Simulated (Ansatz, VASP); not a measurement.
## One calculation of Rh, two programs

```
Rh
1.0
     2.65726    0.00000    0.00000
    -1.32863    2.30125    0.00000
     0.00000    0.00000    8.66688
Rh
4
Direct
  0.00000 0.00000 0.00000
  0.33333 0.66667 0.25000
  0.00000 0.00000 0.50000
  0.66667 0.33333 0.75000
```

Alike in both runs: functional LDA; k mesh 18 × 18 × 6; occupations gaussian, width 0.1 eV; no spin polarisation.

Ansatz relaxed the structure, and its values are those at the end. VASP's run is a single point on that final structure, the one shown.

|  | VASP | Ansatz |
| --- | --- | --- |
| version | VASP 6.6.1 | Ansatz 0.2.0 |
| potentials or method | VASP PAW LDA potentials, release 64 (Rh_pv), cutoff 520 eV | scalar-relativistic, plane waves, PAW |
| valence electrons in the cell | 60 | 68 |

```tsv
	VASP	Ansatz	Ansatz less VASP
gap on the k mesh at the Fermi level (eV)	none	none	-
pressure (GPa)	0.7	0.0	-0.73
```

Ansatz warns that its potentials were made for another functional, while VASP's fit it. LDA's correlation is that of Perdew and Zunger in VASP and of Perdew and Wang (1992) in Ansatz. A gap of «none» marks a metal or a gap that the smearing closes. VASP's potentials hold 60 valence electrons a cell and Ansatz's 68, so a difference there can come from the potentials and not from the codes.
